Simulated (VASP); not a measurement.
# Ir (Fm-3m) in VASP: relaxation of cell and atoms with PBE

Aim: the relaxation of cell and atoms of Ir with PBE.

All numbers are computed with VASP 6.6.1; they aren't measurements. Logs are shortened: lines on timing, memory, paths and dates and some standing lists are left out, and cuts for length are marked.

## Step 1: The cell of the first run

It takes space group Fm-3m (No. 225, cubic). The conventional cell has a = 3.872 Å, b = 3.872 Å, c = 3.872 Å, α = 90.00°, β = 90.00°, γ = 90.00°. Within 3.6 Å of Ir (site symmetry m-3m) lie 12 Ir at 2.74 Å.

## Step 2: Relaxation of cell and atoms, PBE

File INCAR:

```
SYSTEM = Ir
PREC = Accurate ; ENCUT = 500
EDIFF = 1E-7 ; ISMEAR = 0
SIGMA = 0.3 ; LREAL = .FALSE.
LASPH = .TRUE. ; NELM = 120
ALGO = Normal ; ISIF = 3
LWAVE = .FALSE. ; LCHARG = .FALSE.
GGA = PE ; IBRION = 2
NSW = 80 ; EDIFFG = -0.001
GGA_COMPAT = .FALSE. ; NELMIN = 4
```

File KPOINTS:

```
regular mesh
0
G
  20 20 20
  0 0 0
```

File POSCAR:

```
Ir
1.0
    0.0000000000      1.9359345568      1.9359345568
    1.9359345568      0.0000000000      1.9359345568
    1.9359345568      1.9359345568      0.0000000000
Ir
1
Direct
    0.0000000000      0.0000000000      0.0000000000
```

Potentials or basis: VASP PAW PBE potentials, release 64 (Ir).

Command:

```console
$ cat potpaw_PBE.64/Ir/POTCAR > POTCAR
$ mpirun -np 1 vasp_std > vasp.out
```

OUTCAR:

```text
SYSTEM = Ir
   PREC = Accurate
   ENCUT = 500
   EDIFF = 1E-7
   ISMEAR = 0
   LREAL = .FALSE.
   LASPH = .TRUE.
   NELM = 120
   ISIF = 3
   GGA = PE
   IBRION = 2
   NSW = 80
   EDIFFG = -0.001
   NELMIN = 4

 ion  position               nearest neighbor table
   1  0.000  0.000  0.000-

  LATTYP: Found a face centered cubic cell.
 ALAT       =     3.8718691136

  Lattice vectors:

 A1 = (   0.0000000000,   1.9359345568,   1.9359345568)
 A2 = (   1.9359345568,   0.0000000000,   1.9359345568)
 A3 = (   1.9359345568,   1.9359345568,   0.0000000000)

Analysis of symmetry for initial positions (statically):
=====================================================================
 Subroutine PRICEL returns:
 Original cell was already a primitive cell.

 Routine SETGRP: Setting up the symmetry group for a
 face centered cubic supercell.

 Subroutine GETGRP returns: Found 48 space group operations
 (whereof 48 operations were pure point group operations)
 out of a pool of 48 trial point group operations.

The static configuration has the point symmetry O_h .

Analysis of symmetry for dynamics (positions and initial velocities):
=====================================================================
 Subroutine PRICEL returns:
 Original cell was already a primitive cell.

 Routine SETGRP: Setting up the symmetry group for a
 face centered cubic supercell.

 Subroutine GETGRP returns: Found 48 space group operations
 (whereof 48 operations were pure point group operations)
 out of a pool of 48 trial point group operations.

The dynamic configuration has the point symmetry O_h .

 Subroutine INISYM returns: Found 48 space group operations
 (whereof 48 operations are pure point group operations),
 and found     1 'primitive' translations

----------------------------------------------------------------------------------------

                                     Primitive cell

  volume of cell :      14.5112

  direct lattice vectors                    reciprocal lattice vectors
     0.000000000  1.935934557  1.935934557    -0.258273193  0.258273193  0.258273193
     1.935934557  0.000000000  1.935934557     0.258273193 -0.258273193  0.258273193
     1.935934557  1.935934557  0.000000000     0.258273193  0.258273193 -0.258273193

  length of vectors
     2.737824906  2.737824906  2.737824906     0.447342293  0.447342293  0.447342293

  position of ions in fractional coordinates (direct lattice)
     0.000000000  0.000000000  0.000000000

  ion indices of the primitive-cell ions
   primitive index   ion index
                 1           1

----------------------------------------------------------------------------------------

 KPOINTS: regular mesh

Automatic generation of k-mesh.
 Grid dimensions read from file:
 generate k-points for:   20   20   20

 Generating k-lattice:

  Cartesian coordinates                     Fractional coordinates (reciprocal lattice)
    -0.012913660  0.012913660  0.012913660     0.050000000  0.000000000  0.000000000
     0.012913660 -0.012913660  0.012913660     0.000000000  0.050000000  0.000000000
     0.012913660  0.012913660 -0.012913660     0.000000000  0.000000000  0.050000000

  Length of vectors
     0.022367115  0.022367115  0.022367115

  Shift w.r.t. Gamma in fractional coordinates (k-lattice)
     0.000000000  0.000000000  0.000000000

 Subroutine IBZKPT returns following result:
 ===========================================

 Found    256 irreducible k-points:

 Following reciprocal coordinates:
            Coordinates               Weight
  0.000000  0.000000  0.000000      1.000000
  0.050000  0.000000  0.000000      8.000000
  0.100000  0.000000  0.000000      8.000000
  0.150000  0.000000  0.000000      8.000000
  0.200000  0.000000  0.000000      8.000000
  0.250000  0.000000  0.000000      8.000000
[... 16 lines left out ...]
 -0.400000  0.050000  0.000000     24.000000
 -0.350000  0.050000  0.000000     24.000000
 [... further k-points ...]
   k-points           NKPTS =    256   k-points in BZ     NKDIM =    256   number of bands    NBANDS=      8
   number of dos      NEDOS =    301   number of ions     NIONS =      1
   total plane-waves  NPLWV =   8000
   dimension x,y,z NGX =    20 NGY =   20 NGZ =   20
   dimension x,y,z NGXF=    40 NGYF=   40 NGZF=   40
   ions per type =               1
   NGX,Y,Z   is equivalent  to a cutoff of  12.14, 12.14, 12.14 a.u.
   NGXF,Y,Z  is equivalent  to a cutoff of  24.29, 24.29, 24.29 a.u.
 SYSTEM =  Ir
   PREC   = accura    normal or accurate (medium, high low for compatibility)
   ISTART =      0    job   : 0-new  1-cont  2-samecut
   ICHARG =      2    charge: 1-file 2-atom 10-const
   ISPIN  =      1    spin polarized calculation?
   LNONCOLLINEAR =      F non collinear calculations
   LSORBIT =      F    spin-orbit coupling
   LASPH  =      T    aspherical Exc in radial PAW
   ENCUT  =  500.0 eV  36.75 Ry    6.06 a.u.   4.99  4.99  4.99*2*pi/ulx,y,z
   NELM   =    120;   NELMIN=  4; NELMDL= -5     # of ELM steps
   EDIFF  = 0.1E-06   stopping-criterion for ELM
   LREAL  =      F    real-space projection
   EDIFFG = -.1E-02   stopping-criterion for IOM
   NSW    =     80    number of steps for IOM
   IBRION =      2    ionic relax: 0-MD 1-quasi-New 2-CG
   NFREE  =      1    steps in history (QN), initial steepest desc. (CG)
   ISIF   =      3    stress and relaxation
   ISYM   =      2    0-nonsym 1-usesym 2-fastsym
   POTIM  = 0.5000    time-step for ionic-motion
   TEBEG  =    0.0;   TEEND  =   0.0 temperature during run
   PSTRESS=    0.0 pullay stress
   NELECT =       9.0000    total number of electrons
   NUPDOWN=      -1.0000    fix difference up-down
   EMIN   =  10.00;   EMAX   =-10.00  energy-range for DOS
   EFERMI =   0.00;   METHOD = LEGACY
   ISMEAR =     0;   SIGMA  =   0.30  broadening in eV -4-tet -1-fermi 0-gaus
   EFERMI_NEDOS =   21; number of points for ismear=-14 and -15
   IALGO  =     38    algorithm
   IMIX   =      4    mixing-type and parameters
     AMIX     =   0.40;   BMIX     =  1.00
     AMIX_MAG =   1.60;   BMIX_MAG =  1.00
  volume/ion in A,a.u.               =      14.51        97.93
  Fermi-wavevector in a.u.,A,eV,Ry     =   1.396117  2.638278 26.519678  1.949141
  Thomas-Fermi vector in A             =   2.519502
   LORBIT       =      0    0 simple, 1 ext, 2 COOP (PROOUT), +10 PAW based schemes
   GGA     = PE    functional components
   LHFCALC =     F    Hartree Fock is set to
   AEXX    =    0.0000 exact exchange contribution
   IVDW    =     0    specifies the selected vdW correction
   LEPSILON=     F    determine dielectric tensor
   LRPA    =     F    only Hartree local field effects (RPA)
 conjugate gradient relaxation of ions
 non-spin polarized calculation
 Gauss-broadening in eV      SIGMA  =   0.30
  energy-cutoff  :      500.00
  volume of cell :       14.51
 maximum number of plane-waves:       380
   NGX =  9   NGY =  9   NGZ =  9

--------------------------------------- Ionic step        1  -------------------------------------------

 number of electron       9.0000000 magnetization

 Free energy of the ion-electron system (eV)
  ---------------------------------------------------
  ext. energy  EPLUGINS =         0.00000000
  ---------------------------------------------------
  free energy    TOTEN  =        -8.87180319 eV

  energy without entropy =       -8.83059885  energy(sigma->0) =       -8.85120102

------------------------ aborting loop because EDIFF is reached ----------------------------------------

  FORCE on cell =-STRESS in cart. coord.  units (eV):
  Direction    XX          YY          ZZ          XY          YZ          ZX
  --------------------------------------------------------------------------------------
  -------------------------------------------------------------------------------------
  Total        0.0401373      0.0401373      0.0401373      0.0000000      0.0000000      0.0000000
  in kB        4.4315626      4.4315626      4.4315626      0.0000000      0.0000000      0.0000000
  external PRESSURE =       4.4315626 kB  Pullay stress =       0.0000000 kB
[... 55 lines left out ...]
  energy  without entropy=       -8.8297409442  energy(sigma->0) =       -8.85061864

--------------------------------------- Ionic step        3  -------------------------------------------

 number of electron       9.0000000 magnetization

 Free energy of the ion-electron system (eV)
  ---------------------------------------------------
  ext. energy  EPLUGINS =         0.00000000
  ---------------------------------------------------
  free energy    TOTEN  =        -8.87182640 eV

  energy without entropy =       -8.83050705  energy(sigma->0) =       -8.85116672

 E-fermi :   9.9155     XC(G=0): -13.8302

 val. band max:        9.9080742232   @ k =  -0.4000   0.4500   0.0500
 cond. band min:       9.9323934434   @ k =   0.5000   0.4000   0.1000
 fundamental gap:      0.0243192202
 Fermi energy:         9.9155334743

 k-point     1 :       0.0000    0.0000    0.0000
  band No.  band energies     occupation
      1      -0.8847      2.00000
      2       6.2195      2.00000
      3       6.2195      2.00000
      4       6.2195      2.00000
      5       8.7954      2.00000
      6       8.7954      2.00000
      7      24.3261      0.00000
      8      29.7527      0.00000
[... 243 lines left out ...]
 k-point    24 :      -0.3500    0.0500    0.0000
  band No.  band energies     occupation
      1       2.1707      2.00000
      2       6.2819      2.00000
      3       6.3874      2.00000
      4       7.0055      2.00000
      5       9.7823      1.47009
      6      10.5314      0.00369
      7      19.9329      0.00000
      8      24.9873      0.00000

 [... further k-points ...]

------------------------ aborting loop because EDIFF is reached ----------------------------------------

  FORCE on cell =-STRESS in cart. coord.  units (eV):
  Direction    XX          YY          ZZ          XY          YZ          ZX
  --------------------------------------------------------------------------------------
  -------------------------------------------------------------------------------------
  Total        0.0006774      0.0006774      0.0006774      0.0000000     -0.0000000      0.0000000
  in kB        0.0747011      0.0747011      0.0747011      0.0000000     -0.0000000      0.0000000
  external PRESSURE =       0.0747011 kB  Pullay stress =       0.0000000 kB
[... 16 lines left out ...]
  FREE ENERGIE OF THE ION-ELECTRON SYSTEM (eV)
  ---------------------------------------------------
  free  energy   TOTEN  =        -8.8718263952 eV

  energy  without entropy=       -8.8305070498  energy(sigma->0) =       -8.85116672

 reached required accuracy - stopping structural energy minimisation
```

Wall time 26 s (1 thread of AMD EPYC 9R45 (Zen 5), shared host); peak memory 0.13 GiB.

Results:

* Free energy: -8.8718 eV
* Relaxed volume: 14.53 Å³/atom
* Relaxed cell: a = 2.739 Å, b = 2.739 Å, c = 2.739 Å, α = 60.00°, β = 60.00°, γ = 60.00°
* Space group after relaxing (to 0.1 Å): Fm-3m (No. 225)
* Energy gained by relaxing: 0.0 meV/atom
* Ionic steps: 3
* Pressure after relaxing: 0.0 GPa
* Band gap on the k mesh: zero (an odd number of electrons rules out a gap without spin polarisation)

Final structure:
```
Ir
1.0
     0.00000    1.93672    1.93672
     1.93672    0.00000    1.93672
     1.93672    1.93672    0.00000
Ir
1
Direct
  0.00000 0.00000 0.00000
```

Levels at points of the mesh, in eV from the Fermi level:
```
           k point  band 1  band 2  band 3  band 4  band 5  band 6  band 7  band 8
(0.00, 0.00, 0.00)  -10.80   -3.70   -3.70   -3.70   -1.12   -1.12   14.41   19.84
(0.50, 0.00, 0.00)   -7.79   -3.79   -3.79   -0.66    0.88    0.88    7.03   13.95
(0.50, 0.50, 0.00)   -7.58   -7.02    0.85    1.44    1.44    1.74   10.18   11.62
```

Caveat: so wide a smearing shifts energies and pressures; spin-orbit coupling is left out, which moves the levels of the heavy elements.
